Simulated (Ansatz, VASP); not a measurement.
## Ag2As: VASP beside Ansatz

INCAR

```
SYSTEM = Ag2As
  PREC = Accurate
  ENCUT = 520
  EDIFF = 1E-6
  ISMEAR = -1
  SIGMA = 0.05
  LREAL = .False.
  LASPH = .True.
  NELM = 60
  ALGO = Normal
  ISIF = 2
  LWAVE = .False.
  LCHARG = .True.
  GGA = PE
  LELF = .True.
  LVHAR = .True.
  NBANDS = 20
```

File KPOINTS:

```
Automatic mesh
0
Gamma
  13 13 13
  0 0 0
```

The input POSCAR:

```
Ag2As
1.0
    1.5293025611     -0.8829432453      6.8096559471
    0.0000000000      1.7658864906      6.8096559471
   -1.5293025611     -0.8829432453      6.8096559471
As Ag
1 2
Direct
    0.0000000000      0.0000000000      0.0000000000
    0.2226781896      0.2226781896      0.2226781896
    0.7773218104      0.7773218104      0.7773218104
```

Input for Ansatz:

```yaml
crystal:
  lattice:
    - [1.5293025611, -0.8829432453, 6.8096559471]
    - [0.0, 1.7658864906, 6.8096559471]
    - [-1.5293025611, -0.8829432453, 6.8096559471]
  atoms:
    - { symbol: As, position: [0.0, 0.0, 0.0] }
    - { symbol: Ag, position: [0.2226781896, 0.2226781896, 0.2226781896] }
    - { symbol: Ag, position: [0.7773218104, 0.7773218104, 0.7773218104] }
kpoints:
  mp_grid: { grid: [13, 13, 13] }
  band_path:
    path:
      - [0.0, 0.0, 0.0]
      - [0.5, 0.5, 0.5]
      - [0.8221254403, 0.1778745597, 0.5]
      - [0.5, -0.1778745597, 0.1778745597]
      - [0.5, 0.0, 0.0]
      - [0.0, 0.0, 0.0]
      - [0.3389372799, -0.3389372799, 0.0]
      - [0.6610627201, 0.0, 0.3389372799]
      - [0.5, 0.0, 0.5]
    npoints: 14
scf:
  occupations: { method: fermi_dirac, width: 0.05 }
hamiltonian:
  xc: pbe
  pseudopotentials: { kind: all_electron, lapw: { basis_error: 0.0005 } }
output:
  forces: true
  stress: true
  eigenvalues: true
  populations: true
  dos: { projected: true, de: 0.2, e_range: [-14, 8] }
```

Alike in both runs: task single point; functional PBE; k mesh 13 × 13 × 13; occupations fermi-dirac, width 0.05 eV; no spin polarisation.

|  | VASP | Ansatz |
| --- | --- | --- |
| version | VASP 6.6.1 | Ansatz 0.2.0 |
| potentials or method | VASP PAW PBE potentials, release 64 (As, Ag), cutoff 520 eV | all-electron LAPW, scalar-relativistic |

```tsv
	VASP	Ansatz	Ansatz less VASP
pressure (GPa)	-0.1	0.0	+0.05
```

Ansatz ran all-electron here, and VASP with PAW potentials.
